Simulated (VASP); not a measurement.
Here is a VASP 6.6.1 calculation.

Contents of POSCAR:

```
AlCo
1.0
    2.7718781547      0.0000000000      0.0000000000
    0.0000000000      2.7718781547      0.0000000000
    0.0000000000      0.0000000000      2.7718781547
Co Al
1 1
Direct
    0.0000000000      0.0000000000      0.0000000000
    0.5000000000      0.5000000000      0.5000000000
```

INCAR.step1

```
PREC = Accurate ; ENCUT = 520
EDIFF = 1E-5 ; ISMEAR = -1
SIGMA = 0.1 ; LREAL = False
LASPH = True ; NELM = 100
ALGO = Normal ; ISIF = 2
LWAVE = True ; LCHARG = False
NBANDS = 13 ; GGA = PE
```

The input INCAR.step2:

```
PREC = Accurate ; ENCUT = 520
EDIFF = 1E-6 ; ISMEAR = -1
SIGMA = 0.1 ; LREAL = False
LASPH = True ; NELM = 100
ALGO = Normal ; ISIF = 2
LWAVE = False ; LCHARG = False
GGA = PE ; LHFCALC = True
HFSCREEN = 0.2079 ; PRECFOCK = Normal
NBANDS = 13 ; ISTART = 1
```

The input KPOINTS:

```
regular mesh
0
Gamma
  4 4 4
```

Potentials or basis: VASP PAW PBE potentials, release 64 (Co, Al).

The run is started by

```bash
$ cat potpaw_PBE.64/Co/POTCAR potpaw_PBE.64/Al/POTCAR > POTCAR
$ cp INCAR.step1 INCAR
$ mpirun -np 1 vasp_std > vasp.out
$ cp INCAR.step2 INCAR
$ mpirun -np 1 vasp_std > vasp.out
```

(1) What does it give for the band gap on the k mesh?

(2) What does it give for the pressure?

Answers

(1) zero (band 6 reaches 14.21 eV, above the bottom of band 7 at 11.59 eV).

(2) 11.3 GPa.

Caveat: the k points lie up to 0.57 Å⁻¹ apart; the PAW data sets were made with another functional, which shifts forces and pressure a little.
